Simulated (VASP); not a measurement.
Input of a VASP 6.6.1 run:

Contents of POSCAR:

```
NaH
1.0
    0.0529051046      2.4504173962      2.4504173962
    2.4504173962      0.0529051046      2.4504173962
    2.4504173962      2.4504173962      0.0529051046
Na H
1 1
Direct
    0.0000000000      0.0000000000      0.0000000000
    0.5000000000      0.5000000000      0.5000000000
```

Contents of INCAR.step1:

```
SYSTEM = NaH
ALGO = Normal ; EDIFF = 1E-5
ENCUT = 520 ; GGA = PE
ISIF = 2 ; ISMEAR = 0
LASPH = .TRUE. ; LREAL = .FALSE.
LWAVE = .TRUE. ; NBANDS = 11
NELM = 60 ; PREC = Accurate
SIGMA = 0.01
```

Contents of INCAR.step2:

```
SYSTEM = NaH
ALGO = Normal ; EDIFF = 1E-6
ENCUT = 520 ; GGA = PE
HFSCREEN = 0.2079 ; ISIF = 2
ISMEAR = 0 ; ISTART = 1
LASPH = .TRUE. ; LCHARG = .TRUE.
LELF = .TRUE. ; LHFCALC = .TRUE.
LREAL = .FALSE. ; LVHAR = .TRUE.
LWAVE = .FALSE. ; NBANDS = 11
NELM = 60 ; PREC = Accurate
PRECFOCK = Normal ; SIGMA = 0.01
```

File KPOINTS:

```
k-points
0
G
  6 6 6
  0 0 0
```

Potentials or basis: VASP PAW PBE potentials, release 64 (Na_pv, H).

Launch:

```sh
$ cat potpaw_PBE.64/Na_pv/POTCAR potpaw_PBE.64/H/POTCAR > POTCAR
$ cp INCAR.step1 INCAR
$ mpirun -np 1 vasp_std > vasp.out
$ cp INCAR.step2 INCAR
$ mpirun -np 1 vasp_std > vasp.out
```

Task: What does it give for the band gap on the k mesh?

Result: 4.62 eV (least direct gap 5.68 eV).

Task: What does it give for the pressure?

Result: -0.6 GPa.

Stress tensor (GPa, compression positive):
```
-0.60 -0.53 -0.53
-0.53 -0.60 -0.53
-0.53 -0.53 -0.60
```

Caveat: the cell differs from its parent crystal (strain along [111] +3.3%); the structure was generated, so it needn't be the stable form of NaH; the PAW data sets were made with another functional, which shifts forces and pressure a little. A k mesh can miss the band edges.
